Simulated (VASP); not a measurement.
# BC5 (P6/mmm) in VASP: notebook

Runs on BC5. Level: PBE. Tasks: single point, relaxation of cell and atoms.

Program: VASP 6.6.1. These are calculated values, not measurements. Logs are shortened: lines on timing, memory, paths and dates and some standing lists are left out, and cuts for length are marked.

### Step 1. The cell of the first run

The structure is hexagonal, space group P6/mmm (No. 191). Conventional cell: a = 4.694 Å, b = 4.694 Å, c = 3.922 Å, α = 90.00°, β = 90.00°, γ = 120.00°. Within 3.6 Å of B (site symmetry 6/mmm) lie 18 C at 2.71 to 3.06 Å. Within 3.1 Å of C (site symmetry mmm) lie 8 C at 2.35 to 2.38 Å and 4 B at 3.06 Å. Within 3.1 Å of C (site symmetry -6m2) lie 9 C at 2.38 to 2.71 Å and 3 B at 2.71 Å.

### Step 2. Single point, PBE, collinear spin, ferromagnetic start

File INCAR:

```
PREC     = Accurate       # precision mode
ENCUT    = 520            # plane-wave cutoff, eV
EDIFF    = 1E-6           # SCF threshold, eV
ISMEAR   = 0              # smearing method
SIGMA    = 0.1            # smearing width, eV
LREAL    = F              # projectors in reciprocal space
LASPH    = T              # aspherical terms in the spheres
NELM     = 150            # most SCF steps
ALGO     = Normal         # electronic algorithm
ISIF     = 2              # what is computed and relaxed
LWAVE    = F              # write WAVECAR
LCHARG   = T              # write CHGCAR
ISPIN    = 2              # spin polarisation
MAGMOM   = 0 1 1 1 1 1    # initial moments
LORBIT   = 11             # projections on sites
GGA      = PE             # functional
LELF     = T              # ELF
LVHAR    = T            
NBANDS   = 24             # bands
```

File KPOINTS:

```
Automatic mesh
0
Gamma
  6 6 4
```

File POSCAR:

```
BC5
1.0
    4.6938878300      0.0000000000      0.0000000000
   -2.3469439200      4.0650261000      0.0000000000
    0.0000000000      0.0000000000      3.9222412600
B C
1 5
Direct
    0.0000000000      0.0000000000      0.0000000000
    0.5000000000      0.0000000000      0.5000000000
    0.5000000000      0.5000000000      0.5000000000
    0.0000000000      0.5000000000      0.5000000000
    0.3333333300      0.6666666700      0.0000000000
    0.6666666700      0.3333333300      0.0000000000
```

Potentials or basis: VASP PAW PBE potentials, release 64 (B, C).

On the command line:

```console
> cat potpaw_PBE.64/B/POTCAR potpaw_PBE.64/C/POTCAR > POTCAR
> mpirun -np 1 vasp_std > vasp.out
```

OUTCAR:

```text
PREC = Accurate
   ENCUT = 520
   EDIFF = 1E-6
   ISMEAR = 0
   LREAL = F
   LASPH = T
   NELM = 150
   ISIF = 2
   ISPIN = 2
   LORBIT = 11
   GGA = PE

 ion  position               nearest neighbor table
   1  0.000  0.000  0.000-
   2  0.500  0.000  0.500-
   3  0.500  0.500  0.500-
   4  0.000  0.500  0.500-
   5  0.333  0.667  0.000-
   6  0.667  0.333  0.000-

  LATTYP: Found a hexagonal cell.
 ALAT       =     4.6938878300
 C/A-ratio  =     0.8356060907

  Lattice vectors:

 A1 = (   4.6938878300,   0.0000000000,   0.0000000000)
 A2 = (  -2.3469439200,   4.0650261000,   0.0000000000)
 A3 = (   0.0000000000,   0.0000000000,   3.9222412600)

Analysis of symmetry for initial positions (statically):
=====================================================================
 Subroutine PRICEL returns:
 Original cell was already a primitive cell.

 Routine SETGRP: Setting up the symmetry group for a
 hexagonal supercell.

 Subroutine GETGRP returns: Found 24 space group operations
 (whereof 24 operations were pure point group operations)
 out of a pool of 24 trial point group operations.

The static configuration has the point symmetry D_6h.

Analysis of symmetry for dynamics (positions and initial velocities):
=====================================================================
 Subroutine PRICEL returns:
 Original cell was already a primitive cell.

 Routine SETGRP: Setting up the symmetry group for a
 hexagonal supercell.

 Subroutine GETGRP returns: Found 24 space group operations
 (whereof 24 operations were pure point group operations)
 out of a pool of 24 trial point group operations.

The dynamic configuration has the point symmetry D_6h.

Analysis of structural, dynamic, and magnetic symmetry:
=====================================================================
 Subroutine PRICEL returns:
 Original cell was already a primitive cell.

 Routine SETGRP: Setting up the symmetry group for a
 hexagonal supercell.

 Subroutine GETGRP returns: Found 24 space group operations
 (whereof 24 operations were pure point group operations)
 out of a pool of 24 trial point group operations.

The overall configuration has the point symmetry D_6h.

 Subroutine INISYM returns: Found 24 space group operations
 (whereof 24 operations are pure point group operations),
 and found     1 'primitive' translations

----------------------------------------------------------------------------------------

                                     Primitive cell

  volume of cell :      74.8394

  direct lattice vectors                    reciprocal lattice vectors
     4.693887830  0.000000000  0.000000000     0.213043012  0.123000441  0.000000000
    -2.346943920  4.065026100  0.000000000     0.000000000  0.246000881  0.000000000
     0.000000000  0.000000000  3.922241260     0.000000000  0.000000000  0.254956270

  length of vectors
     4.693887830  4.693887830  3.922241260     0.246000881  0.246000881  0.254956270

  position of ions in fractional coordinates (direct lattice)
     0.000000000  0.000000000  0.000000000
     0.500000000  0.000000000  0.500000000
     0.500000000  0.500000000  0.500000000
     0.000000000  0.500000000  0.500000000
     0.333333330  0.666666670  0.000000000
     0.666666670  0.333333330  0.000000000

  ion indices of the primitive-cell ions
   primitive index   ion index
                 1           1
                 2           2
                 3           3
                 4           4
                 5           5
                 6           6

----------------------------------------------------------------------------------------

 KPOINTS: Automatic mesh

Automatic generation of k-mesh.
 Grid dimensions read from file:
 generate k-points for:    6    6    4

 Generating k-lattice:

  Cartesian coordinates                     Fractional coordinates (reciprocal lattice)
     0.035507169  0.020500073  0.000000000     0.166666667  0.000000000  0.000000000
     0.000000000  0.041000147  0.000000000     0.000000000  0.166666667  0.000000000
     0.000000000  0.000000000  0.063739067     0.000000000  0.000000000  0.250000000

  Length of vectors
     0.041000147  0.041000147  0.063739067

  Shift w.r.t. Gamma in fractional coordinates (k-lattice)
     0.000000000  0.000000000  0.000000000

 Subroutine IBZKPT returns following result:
 ===========================================

 Found     21 irreducible k-points:

 Following reciprocal coordinates:
            Coordinates               Weight
  0.000000  0.000000  0.000000      1.000000
  0.166667  0.000000  0.000000      6.000000
  0.333333  0.000000  0.000000      6.000000
  0.500000  0.000000  0.000000      3.000000
  0.166667  0.166667  0.000000      6.000000
  0.333333  0.166667  0.000000     12.000000
[... 13 lines left out ...]
  0.333333  0.166667  0.500000     12.000000
  0.333333  0.333333  0.500000      2.000000
   k-points           NKPTS =     21   k-points in BZ     NKDIM =     21   number of bands    NBANDS=     24
   number of dos      NEDOS =    301   number of ions     NIONS =      6
   total plane-waves  NPLWV =  38880
   dimension x,y,z NGX =    36 NGY =   36 NGZ =   30
   dimension x,y,z NGXF=    72 NGYF=   72 NGZF=   60
   ions per type =               1   5
   NGX,Y,Z   is equivalent  to a cutoff of  12.75, 12.75, 12.72 a.u.
   NGXF,Y,Z  is equivalent  to a cutoff of  25.50, 25.50, 25.43 a.u.
 SYSTEM =  unknown system
   PREC   = accura    normal or accurate (medium, high low for compatibility)
   ISTART =      0    job   : 0-new  1-cont  2-samecut
   ICHARG =      2    charge: 1-file 2-atom 10-const
   ISPIN  =      2    spin polarized calculation?
   LNONCOLLINEAR =      F non collinear calculations
   LSORBIT =      F    spin-orbit coupling
   LASPH  =      T    aspherical Exc in radial PAW
   ENCUT  =  520.0 eV  38.22 Ry    6.18 a.u.   8.73  8.73  7.29*2*pi/ulx,y,z
   NELM   =    150;   NELMIN=  2; NELMDL= -5     # of ELM steps
   EDIFF  = 0.1E-05   stopping-criterion for ELM
   LREAL  =      F    real-space projection
   EDIFFG = 0.1E-04   stopping-criterion for IOM
   NSW    =      0    number of steps for IOM
   IBRION =     -1    ionic relax: 0-MD 1-quasi-New 2-CG
   NFREE  =      0    steps in history (QN), initial steepest desc. (CG)
   ISIF   =      2    stress and relaxation
   ISYM   =      2    0-nonsym 1-usesym 2-fastsym
   POTIM  = 0.5000    time-step for ionic-motion
   TEBEG  =    0.0;   TEEND  =   0.0 temperature during run
   PSTRESS=    0.0 pullay stress
   NELECT =      23.0000    total number of electrons
   NUPDOWN=      -1.0000    fix difference up-down
   EMIN   =  10.00;   EMAX   =-10.00  energy-range for DOS
   EFERMI =   0.00;   METHOD = LEGACY
   ISMEAR =     0;   SIGMA  =   0.10  broadening in eV -4-tet -1-fermi 0-gaus
   EFERMI_NEDOS =   21; number of points for ismear=-14 and -15
   IALGO  =     38    algorithm
   IMIX   =      4    mixing-type and parameters
     AMIX     =   0.40;   BMIX     =  1.00
     AMIX_MAG =   1.60;   BMIX_MAG =  1.00
  volume/ion in A,a.u.               =      12.47        84.17
  Fermi-wavevector in a.u.,A,eV,Ry     =   1.104775  2.087723 16.606301  1.220529
  Thomas-Fermi vector in A             =   2.241253
   LORBIT       =     11    0 simple, 1 ext, 2 COOP (PROOUT), +10 PAW based schemes
   GGA     = PE    functional components
   LHFCALC =     F    Hartree Fock is set to
   AEXX    =    0.0000 exact exchange contribution
   IVDW    =     0    specifies the selected vdW correction
   LEPSILON=     F    determine dielectric tensor
   LRPA    =     F    only Hartree local field effects (RPA)
 spin polarized calculation
 Gauss-broadening in eV      SIGMA  =   0.10
  energy-cutoff  :      520.00
  volume of cell :       74.84
 maximum number of plane-waves:      2036
 NGX is ok and might be reduce to    36
   NGX = 17   NGY = 17   NGZ = 15

 number of electron      23.0000001 magnetization      -0.0163813

 number of electron      23.0000001 magnetization       0.0003361

 Free energy of the ion-electron system (eV)
  ---------------------------------------------------
  ext. energy  EPLUGINS =         0.00000000
  ---------------------------------------------------
  free energy    TOTEN  =       -24.34863964 eV

  energy without entropy =      -24.33330899  energy(sigma->0) =      -24.34097431

 E-fermi :   2.2527     XC(G=0): -10.0892

 val. band max:        2.2241453316   @ k =   0.1667   0.0000   0.0000
 cond. band min:       2.3204805306   @ k =   0.1667   0.0000   0.5000
 fundamental gap:      0.0963351991
 Fermi energy:         2.2527178213

 spin component 1

 k-point     1 :       0.0000    0.0000    0.0000
  band No.  band energies     occupation
      1     -11.5603      1.00000
      2      -6.4300      1.00000
      3      -5.3104      1.00000
      4      -5.3104      1.00000
      5      -4.9148      1.00000
      6      -2.6039      1.00000
[... 15 lines left out ...]
     22       8.0583      0.00000
     23       8.0584      0.00000

 k-point     2 :       0.1667    0.0000    0.0000
  band No.  band energies     occupation
      1     -11.3896      1.00000
      2      -7.3638      1.00000
      3      -5.4539      1.00000
      4      -4.7951      1.00000
      5      -4.6305      1.00000
      6      -2.4383      1.00000
[... 15 lines left out ...]
     22       7.5822      0.00000
     23       7.9167      0.00000
[... 466 lines left out ...]
     22       6.2062      0.00000
     23       6.5203      0.00000

 k-point    21 :       0.3333    0.3333    0.5000
  band No.  band energies     occupation
      1      -8.3807      1.00000
      2      -8.3807      1.00000
      3      -7.5531      1.00000
      4      -7.5531      1.00000
      5      -5.4587      1.00000
      6      -3.8287      1.00000
[... 15 lines left out ...]
     22       6.2007      0.00000
     23       6.2007      0.00000
 Fermi energy:         2.2527178213

 spin component 2

 k-point     1 :       0.0000    0.0000    0.0000
  band No.  band energies     occupation
      1     -11.5602      1.00000
      2      -6.4300      1.00000
      3      -5.3103      1.00000
      4      -5.3103      1.00000
      5      -4.9147      1.00000
      6      -2.6039      1.00000
[... 15 lines left out ...]
     22       8.0584      0.00000
     23       8.0584      0.00000

 k-point     2 :       0.1667    0.0000    0.0000
  band No.  band energies     occupation
      1     -11.3895      1.00000
      2      -7.3638      1.00000
      3      -5.4538      1.00000
      4      -4.7950      1.00000
      5      -4.6304      1.00000
      6      -2.4383      1.00000
[... 15 lines left out ...]
     22       7.5823      0.00000
     23       7.9168      0.00000
[... 466 lines left out ...]
     22       6.2063      0.00000
     23       6.5205      0.00000

 k-point    21 :       0.3333    0.3333    0.5000
  band No.  band energies     occupation
      1      -8.3806      1.00000
      2      -8.3806      1.00000
      3      -7.5530      1.00000
      4      -7.5530      1.00000
      5      -5.4586      1.00000
      6      -3.8288      1.00000
[... 15 lines left out ...]
     22       6.2007      0.00000
     23       6.2007      0.00000
 [bands above 23 left out]

------------------------ aborting loop because EDIFF is reached ----------------------------------------

  FORCE on cell =-STRESS in cart. coord.  units (eV):
  Direction    XX          YY          ZZ          XY          YZ          ZX
  --------------------------------------------------------------------------------------
  -------------------------------------------------------------------------------------
  Total      -12.4613126    -12.4613126    -11.1166382      0.0000000     -0.0000000      0.0000000
  in kB     -266.7743215   -266.7743211   -237.9872574      0.0000003     -0.0000000      0.0000000
  external PRESSURE =    -257.1786334 kB  Pullay stress =       0.0000000 kB

 VOLUME and BASIS-vectors are now :
 -----------------------------------------------------------------------------
  energy-cutoff  :      520.00
  volume of cell :       74.84
      direct lattice vectors                 reciprocal lattice vectors
     4.693887830  0.000000000  0.000000000     0.213043012  0.123000441  0.000000000
    -2.346943920  4.065026100  0.000000000     0.000000000  0.246000881  0.000000000
     0.000000000  0.000000000  3.922241260     0.000000000  0.000000000  0.254956270

 POSITION                                       TOTAL-FORCE (eV/Angst)
 -----------------------------------------------------------------------------------
      0.00000      0.00000      0.00000        -0.000000      0.000000     -0.000000
      2.34694      0.00000      1.96112        -0.000000      0.000000     -0.000000
      1.17347      2.03251      1.96112        -0.000000      0.000000     -0.000000
     -1.17347      2.03251      1.96112        -0.000000      0.000000     -0.000000
     -0.00000      2.71002      0.00000        -0.000000     -0.000000      0.000000
      2.34694      1.35501      0.00000         0.000000     -0.000000     -0.000000
 -----------------------------------------------------------------------------------
    total drift:                                0.000000      0.000000      0.000000

  FREE ENERGIE OF THE ION-ELECTRON SYSTEM (eV)
  ---------------------------------------------------
  free  energy   TOTEN  =       -24.3486396420 eV

  energy  without entropy=      -24.3333089859  energy(sigma->0) =      -24.34097431

 total charge

# of ion       s       p       d       tot
------------------------------------------
    1        0.946   0.322   0.000   1.269
    2        1.053   0.918   0.000   1.972
    3        1.053   0.918   0.000   1.972
    4        1.053   0.918   0.000   1.972
    5        1.069   0.899   0.000   1.967
    6        1.069   0.899   0.000   1.967
--------------------------------------------------
tot          6.244   4.874   0.000  11.118

 magnetization (x)

# of ion       s       p       d       tot
------------------------------------------
    1       -0.000  -0.000   0.000  -0.000
    2        0.000   0.000   0.000   0.000
    3        0.000   0.000   0.000   0.000
    4        0.000   0.000   0.000   0.000
    5        0.000   0.000   0.000   0.000
    6        0.000   0.000   0.000   0.000
--------------------------------------------------
tot          0.000   0.000   0.000   0.000
```

Wall time 97 s (1 thread of AMD EPYC 7R43 (Zen 3), shared host); peak memory 0.19 GiB.

What came out:

* Free energy: -24.3486 eV
* Pressure: -25.7 GPa
* Net moment: 0.00 μB per cell
* Valence electrons inside the program's atomic spheres: B 1.27; C 1.97

Stress tensor (GPa, compression positive):
```
-26.68   0.00   0.00
  0.00 -26.68   0.00
  0.00   0.00 -23.80
```

Caveat: the k points lie up to 0.40 Å⁻¹ apart.

### Step 3. Relaxation of cell and atoms, PBE

This run uses another cell than the first one, of 10.52 Å³/atom, 0.844 times its volume.

File INCAR:

```
PREC = Accurate
ENCUT = 600
EDIFF = 1E-6
ISMEAR = 0
SIGMA = 0.1
LREAL = False
LASPH = True
NELM = 100
ALGO = Normal
ISIF = 3
LWAVE = False
LCHARG = False
GGA = PE
IBRION = 2
NSW = 100
EDIFFG = -0.01
```

File KPOINTS:

```
Automatic mesh
0
Gamma
  12 12 6
```

File POSCAR:

```
BC5
1.0
    3.0601385491      0.0000000000      0.0000000000
   -1.5300692745      2.6501577226      0.0000000000
    0.0000000000      0.0000000000      7.7851708338
B C
1 5
Direct
    0.0000000000      0.0000000000      0.0000000000
    0.5000000000      0.0000000000      0.5000000000
    0.5000000000      0.5000000000      0.5000000000
    0.0000000000      0.5000000000      0.5000000000
    0.3333333333      0.6666666667      0.0000000000
    0.6666666667      0.3333333333      0.0000000000
```

Potentials or basis: VASP PAW PBE potentials, release 64 (B, C).

On the command line:

```console
> cat potpaw_PBE.64/B/POTCAR potpaw_PBE.64/C/POTCAR > POTCAR
> mpirun -np 1 vasp_std > vasp.out
```

Wall time 4.2 min (1 thread of AMD EPYC 7R43 (Zen 3), shared host); peak memory 0.19 GiB.

The run converged. Its results:

```
Free energy                            : -36.7360 eV
Relaxed volume                         : 10.41 Å³/atom
Relaxed cell                           : a = 3.043 Å, b = 3.043 Å, c = 7.788 Å, α = 90.00°, β = 90.00°, γ = 120.00°
Space group after relaxing (to 0.05 Å) : P6/mmm (No. 191)
Energy gained by relaxing              : 1.1 meV/atom
Ionic steps                            : 3
Pressure after relaxing                : 0.1 GPa
```

Stress tensor (GPa, compression positive):
```
0.00 0.00 0.00
0.00 0.00 0.00
0.00 0.00 0.15
```

The path:
```csv
step,energy change (eV),largest force (eV/Å),pressure (GPa),volume (Å³)
1,0.0000,0.0000,-1.91,63.14
2,-0.0039,0.0000,1.27,61.99
3,-0.0066,0.0000,0.05,62.45
```

Final structure:
```
B C
1.0
     3.04274    0.00000    0.00000
    -1.52137    2.63509    0.00000
     0.00000    0.00000    7.78836
B C
1 5
Direct
  0.00000 0.00000 0.00000
  0.50000 0.00000 0.50000
  0.50000 0.50000 0.50000
  0.00000 0.50000 0.50000
  0.33333 0.66667 0.00000
  0.66667 0.33333 0.00000
```

Levels at points of the mesh, in eV from the Fermi level:
| k point | band 8 | band 9 | band 10 | band 11 | band 12 | band 13 | band 14 | band 15 |
| --- | --- | --- | --- | --- | --- | --- | --- | --- |
| (0.00, 0.00, 0.00) | -5.30 | -5.30 | -3.54 | -3.54 | -1.04 | -1.04 | -0.15 | 2.51 |
| (0.50, 0.00, 0.00) | -5.70 | -3.10 | -3.05 | -2.73 | -1.93 | 3.43 | 3.45 | 3.80 |
| (0.00, 0.00, 0.50) | -5.30 | -5.30 | -3.54 | -3.54 | -1.04 | -1.04 | -0.15 | 3.92 |
| (0.50, 0.00, 0.50) | -5.67 | -3.17 | -2.90 | -2.73 | -2.13 | 3.43 | 3.45 | 3.80 |

Caveat: this functional lacks dispersion, which binds the layers, so the pressure and a relaxed spacing across them are unreliable.
